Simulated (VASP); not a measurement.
# SiGe3 (P1) in VASP: single point with PBE

Aim: the single point of SiGe3 with PBE.

All numbers are computed with VASP 6.6.1; they aren't measurements. Logs are shortened: lines on timing, memory, paths and dates and some standing lists are left out, and cuts for length are marked.

**1. The cell of the first run**

The typed cell holds 8 atoms: a = 4.020 Å, b = 4.020 Å, c = 11.320 Å, α = 90.00°, β = 89.98°, γ = 90.01°.

**2. Single point, PBE**

INCAR

```
SYSTEM = SiGe3
PREC = Accurate
ENCUT = 520
EDIFF = 1E-6
ISMEAR = 0
SIGMA = 0.2
LREAL = .False.
LASPH = .True.
NELM = 60
ALGO = Normal
ISIF = 2
LWAVE = .False.
LCHARG = .False.
GGA = PE
NBANDS = 56
```

KPOINTS

```
Automatic mesh
0
Gamma
  6 6 2
  0 0 0
```

POSCAR

```
SiGe3
1.0
    4.0203656718     -0.0005117578      0.0006209356
   -0.0005091082      4.0203422255      0.0002776754
    0.0018047538     -0.0001576771     11.3196507756
Si Ge
2 6
Direct
    0.5000452882      0.4999063542      0.2499990317
    0.4999696662      0.5000416243      0.7499974681
   -0.0000785598      0.0001174062      0.4999982426
   -0.0000661474     -0.0000326899      0.0000037909
    0.4999998676     -0.0000951131      0.3717126708
    0.4999943014      0.0000190380      0.8717189839
    0.0001012038      0.4999432984      0.1282861036
    0.0000343799      0.5001000820      0.6282837083
```

Potentials or basis: VASP PAW PBE potentials, release 64 (Si, Ge_d).

Started as:

```console
$ cat potpaw_PBE.64/Si/POTCAR potpaw_PBE.64/Ge_d/POTCAR > POTCAR
$ mpirun -np 1 vasp_std > vasp.out
```

OUTCAR:

```text
SYSTEM = SiGe3
   PREC = Accurate
   ENCUT = 520
   EDIFF = 1E-6
   ISMEAR = 0
   LREAL = .False.
   LASPH = .True.
   NELM = 60
   ISIF = 2
   GGA = PE

 ion  position               nearest neighbor table
   1  0.500  0.500  0.250-   7 2.44   5 2.44   5 2.44   7 2.44
   2  0.500  0.500  0.750-   8 2.44   6 2.44   6 2.44   8 2.44
   3  1.000  0.000  0.500-   5 2.48   8 2.48   8 2.48   5 2.48
   4  1.000  1.000  0.000-   6 2.48   7 2.48   7 2.48   6 2.48
   5  0.500  1.000  0.372-   1 2.44   1 2.44   3 2.48   3 2.48
   6  0.500  0.000  0.872-   2 2.44   2 2.44   4 2.48   4 2.48
   7  0.000  0.500  0.128-   1 2.44   1 2.44   4 2.48   4 2.48
   8  0.000  0.500  0.628-   2 2.44   2 2.44   3 2.48   3 2.48

  LATTYP: Found a triclinic cell.
 ALAT       =     4.0203657523
 B/A-ratio  =     2.9881839945
 C/A-ratio  =     0.9999941585
 COS(alpha) =     0.0000330385
 COS(beta)  =     0.0002539137
 COS(gamma) =     0.3349471681

  Lattice vectors:

 A1 = (   4.0203656718,  -0.0005117578,   0.0006209356)
 A2 = (   4.0221704256,  -0.0006694349,  11.3202717112)
 A3 = (   0.0005091082,  -4.0203422255,  -0.0002776754)

Analysis of symmetry for initial positions (statically):
=====================================================================
 Subroutine PRICEL returns:
 Original cell was already a primitive cell.

 Routine SETGRP: Setting up the symmetry group for a
 triclinic supercell.

 Subroutine GETGRP returns: Found  1 space group operations
 (whereof  1 operations were pure point group operations)
 out of a pool of  2 trial point group operations.

The static configuration has the point symmetry C_1 .

Analysis of symmetry for dynamics (positions and initial velocities):
=====================================================================
 Subroutine PRICEL returns:
 Original cell was already a primitive cell.

 Routine SETGRP: Setting up the symmetry group for a
 triclinic supercell.

 Subroutine GETGRP returns: Found  1 space group operations
 (whereof  1 operations were pure point group operations)
 out of a pool of  2 trial point group operations.

The dynamic configuration has the point symmetry C_1 .

 Subroutine INISYM returns: Found  1 space group operations
 (whereof  1 operations are pure point group operations),
 and found     1 'primitive' translations

----------------------------------------------------------------------------------------

                                     Primitive cell

  volume of cell :     182.9623

  direct lattice vectors                    reciprocal lattice vectors
     4.020365672 -0.000511758  0.000620936     0.248733603  0.000031501 -0.000039657
    -0.000509108  4.020342226  0.000277675     0.000031661  0.248735048  0.000003460
     0.001804754 -0.000157677 11.319650776    -0.000013645 -0.000006103  0.088341950

  length of vectors
     4.020365752  4.020342267 11.319650921     0.248733609  0.248735050  0.088341951

  position of ions in fractional coordinates (direct lattice)
     0.500045288  0.499906354  0.249999032
     0.499969666  0.500041624  0.749997468
     0.999921440  0.000117406  0.499998243
     0.999933853  0.999967310  0.000003791
     0.499999868  0.999904887  0.371712671
     0.499994301  0.000019038  0.871718984
     0.000101204  0.499943298  0.128286104
     0.000034380  0.500100082  0.628283708

  ion indices of the primitive-cell ions
   primitive index   ion index
                 1           1
                 2           2
                 3           3
                 4           4
                 5           5
                 6           6
                 7           7
                 8           8

----------------------------------------------------------------------------------------

 KPOINTS: Automatic mesh

Automatic generation of k-mesh.
 Grid dimensions read from file:
 generate k-points for:    6    6    2

 Generating k-lattice:

  Cartesian coordinates                     Fractional coordinates (reciprocal lattice)
     0.041455601  0.000005250 -0.000006609     0.166666667  0.000000000  0.000000000
     0.000005277  0.041455841  0.000000577     0.000000000  0.166666667  0.000000000
    -0.000006822 -0.000003052  0.044170975     0.000000000  0.000000000  0.500000000

  Length of vectors
     0.041455601  0.041455842  0.044170976

  Shift w.r.t. Gamma in fractional coordinates (k-lattice)
     0.000000000  0.000000000  0.000000000

 Subroutine IBZKPT returns following result:
 ===========================================

 Found     40 irreducible k-points:

 Following reciprocal coordinates:
            Coordinates               Weight
  0.000000  0.000000  0.000000      1.000000
  0.166667  0.000000 -0.000000      2.000000
  0.333333  0.000000 -0.000000      2.000000
  0.500000  0.000000 -0.000000      1.000000
 -0.000000  0.166667 -0.000000      2.000000
  0.166667  0.166667 -0.000000      2.000000
[... 16 lines left out ...]
  0.333333  0.000000  0.500000      2.000000
  0.500000  0.000000  0.500000      1.000000
 [... further k-points ...]
   k-points           NKPTS =     40   k-points in BZ     NKDIM =     40   number of bands    NBANDS=     56
   number of dos      NEDOS =    301   number of ions     NIONS =      8
   total plane-waves  NPLWV =  75600
   dimension x,y,z NGX =    30 NGY =   30 NGZ =   84
   dimension x,y,z NGXF=    60 NGYF=   60 NGZF=  168
   ions per type =               2   6
   NGX,Y,Z   is equivalent  to a cutoff of  12.41, 12.41, 12.34 a.u.
   NGXF,Y,Z  is equivalent  to a cutoff of  24.81, 24.81, 24.67 a.u.
 SYSTEM =  SiGe3
   PREC   = accura    normal or accurate (medium, high low for compatibility)
   ISTART =      0    job   : 0-new  1-cont  2-samecut
   ICHARG =      2    charge: 1-file 2-atom 10-const
   ISPIN  =      1    spin polarized calculation?
   LNONCOLLINEAR =      F non collinear calculations
   LSORBIT =      F    spin-orbit coupling
   LASPH  =      T    aspherical Exc in radial PAW
   ENCUT  =  520.0 eV  38.22 Ry    6.18 a.u.   7.48  7.48 21.05*2*pi/ulx,y,z
   NELM   =     60;   NELMIN=  2; NELMDL= -5     # of ELM steps
   EDIFF  = 0.1E-05   stopping-criterion for ELM
   LREAL  =      F    real-space projection
   EDIFFG = 0.1E-04   stopping-criterion for IOM
   NSW    =      0    number of steps for IOM
   IBRION =     -1    ionic relax: 0-MD 1-quasi-New 2-CG
   NFREE  =      0    steps in history (QN), initial steepest desc. (CG)
   ISIF   =      2    stress and relaxation
   ISYM   =      2    0-nonsym 1-usesym 2-fastsym
   POTIM  = 0.5000    time-step for ionic-motion
   TEBEG  =    0.0;   TEEND  =   0.0 temperature during run
   PSTRESS=    0.0 pullay stress
   NELECT =      92.0000    total number of electrons
   NUPDOWN=      -1.0000    fix difference up-down
   EMIN   =  10.00;   EMAX   =-10.00  energy-range for DOS
   EFERMI =   0.00;   METHOD = LEGACY
   ISMEAR =     0;   SIGMA  =   0.20  broadening in eV -4-tet -1-fermi 0-gaus
   EFERMI_NEDOS =   21; number of points for ismear=-14 and -15
   IALGO  =     38    algorithm
   IMIX   =      4    mixing-type and parameters
     AMIX     =   0.40;   BMIX     =  1.00
     AMIX_MAG =   1.60;   BMIX_MAG =  1.00
  volume/ion in A,a.u.               =      22.87       154.34
  Fermi-wavevector in a.u.,A,eV,Ry     =   1.301818  2.460079 23.058200  1.694730
  Thomas-Fermi vector in A             =   2.432927
   LORBIT       =      0    0 simple, 1 ext, 2 COOP (PROOUT), +10 PAW based schemes
   GGA     = PE    functional components
   LHFCALC =     F    Hartree Fock is set to
   AEXX    =    0.0000 exact exchange contribution
   IVDW    =     0    specifies the selected vdW correction
   LEPSILON=     F    determine dielectric tensor
   LRPA    =     F    only Hartree local field effects (RPA)
 non-spin polarized calculation
 Gauss-broadening in eV      SIGMA  =   0.20
  energy-cutoff  :      520.00
  volume of cell :      182.96
 maximum number of plane-waves:      4970
 NGX is ok and might be reduce to    30
   NGX = 15   NGY = 15   NGZ = 43

 number of electron      91.9999912 magnetization

 Free energy of the ion-electron system (eV)
  ---------------------------------------------------
  ext. energy  EPLUGINS =         0.00000000
  ---------------------------------------------------
  free energy    TOTEN  =       -37.78043120 eV

  energy without entropy =      -37.77315075  energy(sigma->0) =      -37.77679098

 E-fermi :   4.9143     XC(G=0):  -9.6313

 val. band max:        4.7993039157   @ k =   0.0000   0.0000   0.0000
 cond. band min:       4.9752409788   @ k =  -0.0000   0.5000  -0.0000
 fundamental gap:      0.1759370632
 Fermi energy:         4.9142939972

 k-point     1 :       0.0000    0.0000    0.0000
  band No.  band energies     occupation
      1     -19.8407      2.00000
      2     -19.8405      2.00000
      3     -19.8405      2.00000
      4     -19.8403      2.00000
      5     -19.7953      2.00000
      6     -19.7948      2.00000
[... 48 lines left out ...]
     55       7.5701      0.00000
     56       7.7137      0.00000

 k-point     2 :       0.1667    0.0000   -0.0000
  band No.  band energies     occupation
      1     -19.8439      2.00000
      2     -19.8438      2.00000
      3     -19.8416      2.00000
      4     -19.8415      2.00000
      5     -19.7953      2.00000
      6     -19.7948      2.00000
[... 48 lines left out ...]
     55       8.1287      0.00000
     56       8.6491      0.00000

 k-point     3 :       0.3333    0.0000   -0.0000
  band No.  band energies     occupation
      1     -19.8438      2.00000
      2     -19.8430      2.00000
      3     -19.8399      2.00000
      4     -19.8396      2.00000
      5     -19.8021      2.00000
      6     -19.8016      2.00000
[... 1172 lines left out ...]
 k-point    23 :       0.3333    0.0000    0.5000
  band No.  band energies     occupation
      1     -19.8434      2.00000
      2     -19.8434      2.00000
      3     -19.8397      2.00000
      4     -19.8397      2.00000
      5     -19.8019      2.00000
      6     -19.8018      2.00000
[... 48 lines left out ...]
     55       9.1357      0.00000
     56       9.1402      0.00000

 k-point    24 :       0.5000    0.0000    0.5000
  band No.  band energies     occupation
      1     -19.8443      2.00000
      2     -19.8442      2.00000
      3     -19.8283      2.00000
      4     -19.8283      2.00000
      5     -19.8136      2.00000
      6     -19.8135      2.00000
[... 48 lines left out ...]
     55       8.8275      0.00000
     56       8.8371      0.00000

 [... further k-points ...]

------------------------ aborting loop because EDIFF is reached ----------------------------------------

  FORCE on cell =-STRESS in cart. coord.  units (eV):
  Direction    XX          YY          ZZ          XY          YZ          ZX
  --------------------------------------------------------------------------------------
  -------------------------------------------------------------------------------------
  Total       -0.0881042     -0.0873472     -0.0404927      0.0108910     -0.0028525     -0.0201400
  in kB       -0.7715168     -0.7648880     -0.3545895      0.0953711     -0.0249789     -0.1763631
  external PRESSURE =      -0.6303314 kB  Pullay stress =       0.0000000 kB

 VOLUME and BASIS-vectors are now :
 -----------------------------------------------------------------------------
  energy-cutoff  :      520.00
  volume of cell :      182.96
      direct lattice vectors                 reciprocal lattice vectors
     4.020365672 -0.000511758  0.000620936     0.248733603  0.000031501 -0.000039657
    -0.000509108  4.020342226  0.000277675     0.000031661  0.248735048  0.000003460
     0.001804754 -0.000157677 11.319650776    -0.000013645 -0.000006103  0.088341950

 POSITION                                       TOTAL-FORCE (eV/Angst)
 -----------------------------------------------------------------------------------
      2.01056      2.00950      2.83035        -0.000343      0.000434     -0.000001
      2.01116      2.00996      8.49016         0.000418     -0.000253      0.000473
      4.02095     -0.00012      5.66043         0.000686     -0.001124     -0.000074
      4.01959      4.01970      0.00094         0.000385     -0.000009     -0.000292
      2.01034      4.01965      4.20825        -0.000285      0.000567     -0.000581
      2.01173     -0.00032      9.86786        -0.000103     -0.000012     -0.001245
      0.00038      2.00992      1.45229        -0.000354      0.000310      0.000908
      0.00102      2.01047      7.11209        -0.000404      0.000087      0.000811
 -----------------------------------------------------------------------------------
    total drift:                                0.000006      0.000024      0.000108

  FREE ENERGIE OF THE ION-ELECTRON SYSTEM (eV)
  ---------------------------------------------------
  free  energy   TOTEN  =       -37.7804311999 eV

  energy  without entropy=      -37.7731507536  energy(sigma->0) =      -37.77679098
```

Wall time 3.5 min (1 thread of AMD EPYC 9R45 (Zen 5), shared host); peak memory 0.41 GiB.

What came out:

- Free energy: -37.7804 eV
- Pressure: -0.1 GPa
- Band gap on the k mesh: 0.18 eV

Levels at points of the mesh, in eV from the valence-band top:
| k point | band 43 | band 44 | band 45 | band 46 | band 47 | band 48 | band 49 | band 50 |
| --- | --- | --- | --- | --- | --- | --- | --- | --- |
| (0.00, 0.00, 0.00) | -1.77 | -0.03 | 0.00 | 0.00 | 0.42 | 0.73 | 0.84 | 0.89 |
| (0.50, 0.00, 0.00) | -1.31 | -1.26 | -1.26 | -1.13 | 0.18 | 0.61 | 1.87 | 2.19 |
| (0.00, 0.50, 0.00) | -1.31 | -1.26 | -1.26 | -1.13 | 0.18 | 0.61 | 1.87 | 2.19 |
| (0.50, 0.50, 0.00) | -2.97 | -2.88 | -2.88 | -2.80 | 0.55 | 0.75 | 0.76 | 1.24 |
| (0.00, 0.00, 0.50) | -0.82 | -0.82 | -0.81 | -0.81 | 0.58 | 0.58 | 1.54 | 1.54 |
| (0.50, 0.00, 0.50) | -1.56 | -1.56 | -1.20 | -1.20 | 1.51 | 1.51 | 1.54 | 1.54 |
| (0.00, 0.50, 0.50) | -1.56 | -1.56 | -1.20 | -1.20 | 1.51 | 1.51 | 1.54 | 1.54 |
| (0.50, 0.50, 0.50) | -3.34 | -3.34 | -3.34 | -3.34 | 1.82 | 1.82 | 1.92 | 1.92 |
